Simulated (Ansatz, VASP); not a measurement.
## KCl: VASP beside Ansatz

Contents of INCAR:

```
PREC = Accurate ; ENCUT = 500
EDIFF = 1E-6 ; ISMEAR = 0
SIGMA = 0.02 ; LREAL = F
LASPH = T ; NELM = 120
ALGO = Normal ; ISIF = 2
LWAVE = F ; LCHARG = F
GGA = PE ; NBANDS = 15
GGA_COMPAT = F
```

Contents of KPOINTS:

```
regular mesh
0
Gamma
  6 6 6
```

The input POSCAR:

```
KCl
1.0
    3.8339000000      0.0000000000      0.0000000000
    0.0000000000      3.8339000000      0.0000000000
    0.0000000000      0.0000000000      3.8339000000
K Cl
1 1
Direct
    0.0000000000      0.0000000000      0.0000000000
    0.5000000000      0.5000000000      0.5000000000
```

Input for Ansatz:

```yaml
crystal:
  lattice:
    - [3.8339, 0.0, 0.0]
    - [0.0, 3.8339, 0.0]
    - [0.0, 0.0, 3.8339]
  atoms:
    - { symbol: K, position: [0.0, 0.0, 0.0] }
    - { symbol: Cl, position: [0.5, 0.5, 0.5] }
basis:
  ecutwfc: 420
kpoints:
  mp_grid: { grid: [6, 6, 6] }
hamiltonian:
  xc: pbe
scf:
  occupations: { method: gaussian, width: 0.02 }
output:
  forces: true
  stress: true
  eigenvalues: true
```

Alike in both runs: task single point; functional PBE; k mesh 6 × 6 × 6; occupations gaussian, width 0.02 eV; no spin polarisation.

```csv
,VASP,Ansatz
version,VASP 6.6.1,Ansatz 0.2.0
potentials or method,"VASP PAW PBE potentials, release 64 (K_sv, Cl), cutoff 500 eV","scalar-relativistic, plane waves, PAW"
valence electrons in the cell,16,16
```

|  | VASP | Ansatz | Ansatz less VASP |
| --- | --- | --- | --- |
| gap on the k mesh at the Fermi level (eV) | 4.81 | 4.81 | +0.001 |
| least direct gap on the mesh (eV) | 5.02 | 5.02 | +0.001 |
| pressure (GPa) | 0.0 | 0.0 | 0.00 |

With one functional, cell and mesh, what is left measures potentials, basis and numerics.
